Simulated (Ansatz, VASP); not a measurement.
# Mn in VASP and in Ansatz

File POSCAR:

```
Mn
1.0
    0.0000000000      2.4475242823      2.4475242823
    2.4475242823      0.0000000000      2.4475242823
    2.4475242823      2.4475242823      0.0000000000
Mn
2
Direct
    0.1250000000      0.1250000000      0.1250000000
    0.8750000000      0.8750000000      0.8750000000
```

INCAR.step1

```
ALGO = Normal
EDIFF = 1E-4
ENCUT = 520
GGA = PE
ISMEAR = -1
LASPH = T
LCHARG = F
LREAL = F
LWAVE = T
NBANDS = 20
NELM = 100
PREC = Accurate
SIGMA = 0.1
```

The input INCAR.step2:

```
ALGO = Normal
EDIFF = 1E-6
ENCUT = 520
ISIF = 2
ISMEAR = -1
ISTART = 1
LASPH = T
LCHARG = F
LMIXTAU = T
LREAL = F
LWAVE = F
METAGGA = R2SCAN
NBANDS = 20
NELM = 100
PREC = Accurate
SIGMA = 0.1
```

The input KPOINTS:

```
k-points
0
Gamma
  13 13 13
```

Input for Ansatz:

```yaml
crystal:
  lattice:
    - [0.0, 2.4475242823, 2.4475242823]
    - [2.4475242823, 0.0, 2.4475242823]
    - [2.4475242823, 2.4475242823, 0.0]
  atoms:
    - { symbol: Mn, position: [0.125, 0.125, 0.125] }
    - { symbol: Mn, position: [0.875, 0.875, 0.875] }
hamiltonian:
  xc: r2scan
  pseudopotentials:
    kind: paw
    azcp:
      Mn: "pseudopotentials/Mn.paw.azcp"
basis:
  ecutwfc: 500
  fft_grid_basis: typed
kpoints:
  mp_grid: { grid: [13, 13, 13], shift: [0, 0, 0] }
magnetization:
  spin_polarized: false
scf:
  occupations: { method: fermi_dirac, width: 0.1 }
  lower_state_search: "off"
output:
  stress: true
  write_density: true
  write_potential: true
  elf: true
  volumetric_format: npy
```

Alike in both runs: task single point; functional r2SCAN; k mesh 13 × 13 × 13; occupations fermi-dirac, width 0.1 eV; no spin polarisation.

|  | VASP | Ansatz |
| --- | --- | --- |
| version | VASP 6.6.1 | Ansatz 0.2.0 |
| potentials or method | VASP PAW PBE potentials, release 64 (Mn_pv), cutoff 520 eV | plane waves (500 eV) with PAW, scalar-relativistic |
| valence electrons in the cell | 26 | 30 |

```tsv
	VASP	Ansatz	Ansatz less VASP
pressure (GPa)	0.9	0.0	-0.90
```

VASP's potentials were made for PBE, not for r2SCAN. VASP's potentials hold 26 valence electrons a cell and Ansatz's 30, so a difference there can come from the potentials and not from the codes.
